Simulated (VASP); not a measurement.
# PbSe (Fm-3m) in VASP: a series of runs, part 2 of 2

VASP 6.6.1. Earlier steps stand in the parts before.

**4. Single point, PBEsol (volume scaled by 0.99)**

File INCAR:

```
SYSTEM = PbSe
PREC     = Accurate       ! precision mode
ENCUT    = 520            ! plane-wave cutoff, eV
EDIFF    = 1E-6           ! SCF threshold, eV
ISMEAR   = -1             ! smearing method
SIGMA    = 0.02           ! smearing width, eV
LREAL    = .FALSE.        ! projectors in reciprocal space
LASPH    = .TRUE.         ! aspherical terms in the spheres
NELM     = 60             ! most SCF steps
ALGO     = Normal         ! electronic algorithm
ISIF     = 2              ! what is computed and relaxed
LWAVE    = .FALSE.        ! write WAVECAR
LCHARG   = .FALSE.        ! write CHGCAR
GGA      = PS             ! functional
NBANDS   = 17             ! bands
```

File KPOINTS:

```
Automatic mesh
0
G
  7 7 7
  0 0 0
```

File POSCAR:

```
PbSe
1.0
    0.0000000000      3.0519086191      3.0519086191
    3.0519086191      0.0000000000      3.0519086191
    3.0519086191      3.0519086191      0.0000000000
Pb Se
1 1
Direct
    0.0000000000      0.0000000000      0.0000000000
    0.5000000000      0.5000000000      0.5000000000
```

Potentials or basis: VASP PAW PBE potentials, release 64 (Pb_d, Se).

Run with:

```sh
> cat potpaw_PBE.64/Pb_d/POTCAR potpaw_PBE.64/Se/POTCAR > POTCAR
> mpirun -np 1 vasp_std > vasp.out
```

OUTCAR:

```text
SYSTEM = PbSe
   PREC = Accurate
   ENCUT = 520
   EDIFF = 1E-6
   ISMEAR = -1
   LREAL = .FALSE.
   LASPH = .TRUE.
   NELM = 60
   ISIF = 2
   GGA = PS

 ion  position               nearest neighbor table
   1  0.000  0.000  0.000-   2 3.05   2 3.05   2 3.05   2 3.05   2 3.05   2 3.05
   2  0.500  0.500  0.500-   1 3.05   1 3.05   1 3.05   1 3.05   1 3.05   1 3.05

  LATTYP: Found a face centered cubic cell.
 ALAT       =     6.1038172382

  Lattice vectors:

 A1 = (   0.0000000000,   3.0519086191,   3.0519086191)
 A2 = (   3.0519086191,   0.0000000000,   3.0519086191)
 A3 = (   3.0519086191,   3.0519086191,   0.0000000000)

Analysis of symmetry for initial positions (statically):
=====================================================================
 Subroutine PRICEL returns:
 Original cell was already a primitive cell.

 Routine SETGRP: Setting up the symmetry group for a
 face centered cubic supercell.

 Subroutine GETGRP returns: Found 48 space group operations
 (whereof 48 operations were pure point group operations)
 out of a pool of 48 trial point group operations.

The static configuration has the point symmetry O_h .

Analysis of symmetry for dynamics (positions and initial velocities):
=====================================================================
 Subroutine PRICEL returns:
 Original cell was already a primitive cell.

 Routine SETGRP: Setting up the symmetry group for a
 face centered cubic supercell.

 Subroutine GETGRP returns: Found 48 space group operations
 (whereof 48 operations were pure point group operations)
 out of a pool of 48 trial point group operations.

The dynamic configuration has the point symmetry O_h .

 Subroutine INISYM returns: Found 48 space group operations
 (whereof 48 operations are pure point group operations),
 and found     1 'primitive' translations

[... 102 lines left out ...]
   EMIN   =  10.00;   EMAX   =-10.00  energy-range for DOS
   EFERMI =   0.00;   METHOD = LEGACY
   ISMEAR =    -1;   SIGMA  =   0.02  broadening in eV -4-tet -1-fermi 0-gaus
   EFERMI_NEDOS =   21; number of points for ismear=-14 and -15
   IALGO  =     38    algorithm
   IMIX   =      4    mixing-type and parameters
     AMIX     =   0.40;   BMIX     =  1.00
     AMIX_MAG =   1.60;   BMIX_MAG =  1.00
  volume/ion in A,a.u.               =      28.43       191.83
  Fermi-wavevector in a.u.,A,eV,Ry     =   1.155677  2.183914 18.171810  1.335590
  Thomas-Fermi vector in A             =   2.292304
   LORBIT       =      0    0 simple, 1 ext, 2 COOP (PROOUT), +10 PAW based schemes
   GGA     = PS    functional components
   LHFCALC =     F    Hartree Fock is set to
   AEXX    =    0.0000 exact exchange contribution
   IVDW    =     0    specifies the selected vdW correction
   LEPSILON=     F    determine dielectric tensor
   LRPA    =     F    only Hartree local field effects (RPA)
 non-spin polarized calculation
  energy-cutoff  :      520.00
  volume of cell :       56.85
 maximum number of plane-waves:      1541
   NGX = 17   NGY = 17   NGZ = 17

 number of electron      20.0000003 magnetization

 Free energy of the ion-electron system (eV)
  ---------------------------------------------------
  ext. energy  EPLUGINS =         0.00000000
  ---------------------------------------------------
  free energy    TOTEN  =        -8.92002397 eV

  energy without entropy =       -8.92002397  energy(sigma->0) =       -8.92002397

 E-fermi :   5.1420     XC(G=0):  -9.7598

 val. band max:        4.7378928710   @ k =   0.4286   0.0000   0.0000
 cond. band min:       5.5534171671   @ k =   0.4286   0.0000   0.0000
 fundamental gap:      0.8155242961
 Fermi energy:         5.1420039088

 k-point     1 :       0.0000    0.0000    0.0000
  band No.  band energies     occupation
      1     -11.7444      2.00000
      2     -11.7444      2.00000
      3     -11.7444      2.00000
      4     -11.7433      2.00000
      5     -11.7433      2.00000
      6      -8.6658      2.00000
[... 377 lines left out ...]
      4     -11.7239      2.00000
      5     -11.6997      2.00000
      6      -7.1838      2.00000
[... 9 lines left out ...]
     16      16.5592      0.00000
     17      17.0538      0.00000

------------------------ aborting loop because EDIFF is reached ----------------------------------------

  FORCE on cell =-STRESS in cart. coord.  units (eV):
  Direction    XX          YY          ZZ          XY          YZ          ZX
  --------------------------------------------------------------------------------------
  -------------------------------------------------------------------------------------
  Total       -0.0392910     -0.0392910     -0.0392910      0.0000000      0.0000000     -0.0000000
  in kB       -1.1072830     -1.1072830     -1.1072830      0.0000000      0.0000000     -0.0000000
  external PRESSURE =      -1.1072830 kB  Pullay stress =       0.0000000 kB

 VOLUME and BASIS-vectors are now :
 -----------------------------------------------------------------------------
  energy-cutoff  :      520.00
  volume of cell :       56.85
      direct lattice vectors                 reciprocal lattice vectors
     0.000000000  3.051908619  3.051908619    -0.163831904  0.163831904  0.163831904
     3.051908619  0.000000000  3.051908619     0.163831904 -0.163831904  0.163831904
     3.051908619  3.051908619  0.000000000     0.163831904  0.163831904 -0.163831904

 POSITION                                       TOTAL-FORCE (eV/Angst)
 -----------------------------------------------------------------------------------
      0.00000      0.00000      0.00000         0.000000     -0.000000     -0.000000
      3.05191      3.05191      3.05191        -0.000000      0.000000      0.000000
 -----------------------------------------------------------------------------------
    total drift:                                0.000000     -0.000000     -0.000000

  FREE ENERGIE OF THE ION-ELECTRON SYSTEM (eV)
  ---------------------------------------------------
  free  energy   TOTEN  =        -8.9200239679 eV

  energy  without entropy=       -8.9200239678  energy(sigma->0) =       -8.92002397
```

stdout:

```text
POSCAR found type information on POSCAR PbSe
 POSCAR found :  2 types and       2 ions
 scaLAPACK will be used
 -----------------------------------------------------------------------------
|                                                                             |
|                                                                             |
|     You enforced a specific xc type in the INCAR file but a different       |
|     I HOPE YOU KNOW WHAT YOU ARE DOING!                                     |
|                                                                             |
 -----------------------------------------------------------------------------

 LDA part: xc-table for (Slater+PW92), standard interpolation
 POSCAR, INCAR and KPOINTS ok, starting setup
 FFT: planning ... GRIDC
 FFT: planning ... GRID_SOFT
 FFT: planning ... GRID
 WAVECAR not read
 entering main loop
```

Wall time 13 s (1 thread of AMD EPYC 7R13, shared host); peak memory 0.18 GiB.

Results:

```yaml
Free_energy: -8.9200 eV
Pressure: -0.1 GPa
```

Levels at points of the mesh, in eV from the Fermi level:
```tsv
k point	band 8	band 9	band 10	band 11	band 12	band 13
(0.00, 0.00, 0.00)	-2.04	-2.04	-2.04	4.57	4.57	4.57
```

Caveat: this odd mesh misses L, where the gap lies, so gap, dielectric constants and Born charges aren't listed; the PAW data sets were made with another functional, which shifts forces and pressure a little; spin-orbit coupling is left out, which moves the levels of the heavy elements.

**5. Overview**

| cell | pressure (GPa) |
| --- | --- |
| a = 4.272 Å, angles 60.0°, 2 atoms | 1.6 |
| a = 4.345 Å, angles 60.0°, 2 atoms | -1.1 |
| a = 4.316 Å, angles 60.0°, 2 atoms | -0.1 |

Alike in all rows: task single point; level PBEsol; potentials or basis VASP PAW PBE potentials, release 64 (Pb_d, Se); no spin polarisation; k mesh 7 × 7 × 7; cutoff (eV) 520; smearing fermi-dirac 0.02 eV.

Caveats: the PAW data sets were made with another functional, which shifts forces and pressure a little; spin-orbit coupling is left out, which moves the levels of the heavy elements.

Total energies depend on the potentials used, so only differences within one code and one set of settings carry meaning.
